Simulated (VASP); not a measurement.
Crystal: Si.

```
CELL_PARAMETERS angstrom
0.01657 0.00109 -3.89572
-0.03294 -6.64483 0.00188
-6.62781 -0.03294 0.02869
ATOMIC_POSITIONS crystal
Si 0.50490 0.29912 0.31866
Si 0.00065 0.82750 0.82222
Si 0.99631 0.18336 0.15567
Si 0.47985 0.65494 0.67126
Si 0.99175 0.81386 0.19045
Si 0.52691 0.32805 0.67388
Si 0.00233 0.18546 0.83336
Si 0.49729 0.70772 0.33450
```

| Property | Result |
| --- | --- |
| Program | VASP 6.6.1 |
| Task | relaxation of the atoms |
| Functional | r2SCAN |
| Potentials or basis | VASP PAW PBE potentials, release 64 (Si) |
| Cutoff | 520 eV |
| k mesh | 8 × 4 × 4 |
| Occupations | gaussian, width 0.05 eV |
| Spin | no spin polarisation |

At the start: pressure 1.0 GPa; volume 21.45 Å³/atom.

Problem. How do energy, volume and symmetry change on relaxing?

Solution. Over 27 steps the energy falls by 166.9 meV/atom at a fixed cell; space group P1 (No. 1, to 0.1 Å) before, I4/mmm (No. 139, to 0.1 Å).

Step by step:
```tsv
step	energy change (eV)	largest force (eV/Å)	pressure (GPa)
1	0.0000	3.6987	0.99
2	-1.0735	1.6362	-1.03
3	-1.0936	1.4990	-1.01
4	-1.2939	0.5432	-1.01
5	-1.2941	0.5393	-1.00
6	-1.3254	0.1752	-1.01
7	-1.3255	0.1895	-1.01
8	-1.3290	0.0981	-1.04
9	-1.3292	0.0956	-1.05
10	-1.3311	0.0864	-1.04
11	-1.3319	0.0951	-1.01
12	-1.3332	0.0455	-1.02
13	-1.3333	0.0579	-1.02
14	-1.3338	0.0387	-1.02
15	-1.3339	0.0523	-1.02
16	-1.3344	0.0309	-1.01
17	-1.3344	0.0430	-1.01
18	-1.3347	0.0309	-1.02
19	-1.3347	0.0462	-1.02
20	-1.3349	0.0176	-1.01
21	-1.3349	0.0177	-1.01
22	-1.3350	0.0159	-1.01
23	-1.3350	0.0190	-1.01
24	-1.3350	0.0116	-1.01
25	-1.3351	0.0138	-1.01
26	-1.3351	0.0102	-1.01
27	-1.3351	0.0077	-1.01
```

Final structure:
```
CELL_PARAMETERS angstrom
0.01657 0.00109 -3.89572
-0.03294 -6.64483 0.00188
-6.62781 -0.03294 0.02869
ATOMIC_POSITIONS crystal
Si 0.50038 0.32255 0.31825
Si 0.00082 0.81860 0.82236
Si 0.99916 0.18142 0.17757
Si 0.49959 0.67741 0.68178
Si 0.99967 0.82301 0.18133
Si 0.49926 0.31912 0.67730
Si 0.00033 0.17699 0.81862
Si 0.50078 0.68090 0.32278
```

Caveat: the PAW data sets were made with another functional, which shifts forces and pressure a little.
